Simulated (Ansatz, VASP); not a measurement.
## BePd in VASP and in Ansatz

The input INCAR:

```
ALGO = Normal
EDIFF = 1E-6
ENCUT = 520
GGA = CA
ISIF = 2
ISMEAR = -1
LASPH = T
LCHARG = F
LREAL = F
LWAVE = F
NBANDS = 13
NELM = 100
PREC = Accurate
SIGMA = 0.08
```

File KPOINTS:

```
k-points
0
Gamma
  12 12 12
```

The input POSCAR:

```
BePd
1.0
    2.8130000000      0.0000000000      0.0000000000
    0.0000000000      2.8130000000      0.0000000000
    0.0000000000      0.0000000000      2.7848700000
Be Pd
1 1
Direct
    0.0000000000      0.0000000000      0.0000000000
    0.5000000000      0.5000000000      0.5000000000
```

Input for Ansatz:

```yaml
crystal:
  lattice:
    - [2.813, 0.0, 0.0]
    - [0.0, 2.813, 0.0]
    - [0.0, 0.0, 2.78487]
  atoms:
    - { symbol: Be, position: [0.0, 0.0, 0.0] }
    - { symbol: Pd, position: [0.5, 0.5, 0.5] }
kpoints:
  mp_grid: { grid: [12, 12, 12] }
  band_path:
    path:
      - [0.0, 0.0, 0.0]
      - [0.0, 0.5, 0.0]
      - [0.5, 0.5, 0.0]
      - [0.0, 0.0, 0.0]
      - [0.0, 0.0, 0.5]
      - [0.0, 0.5, 0.5]
      - [0.5, 0.5, 0.5]
      - [0.0, 0.0, 0.5]
      - [0.0, 0.5, 0.0]
    npoints: 5
scf:
  occupations: { method: fermi_dirac, width: 0.08 }
hamiltonian:
  xc: lda
  pseudopotentials: { kind: all_electron, lapw: { basis_error: 0.001 } }
output:
  forces: true
  stress: true
  eigenvalues: true
```

Change from the starting cell: zz strain of -1 %.

Alike in both runs: task single point; functional LDA; k mesh 12 × 12 × 12; occupations fermi-dirac, width 0.08 eV; no spin polarisation.

```csv
,VASP,Ansatz
version,VASP 6.6.1,Ansatz 0.2.0
potentials or method,"VASP PAW LDA potentials, release 64 (Be, Pd), cutoff 520 eV","all-electron LAPW, scalar-relativistic"
```

```tsv
	VASP	Ansatz	Ansatz less VASP
pressure (GPa)	-5.6	-6.3	-0.64
traceless stress, the component that is largest in VASP (GPa)	0.34	0.33	-0.008
```

LDA's correlation is that of Perdew and Zunger in VASP and of Perdew and Wang (1992) in Ansatz. Ansatz ran all-electron here, and VASP with PAW potentials.
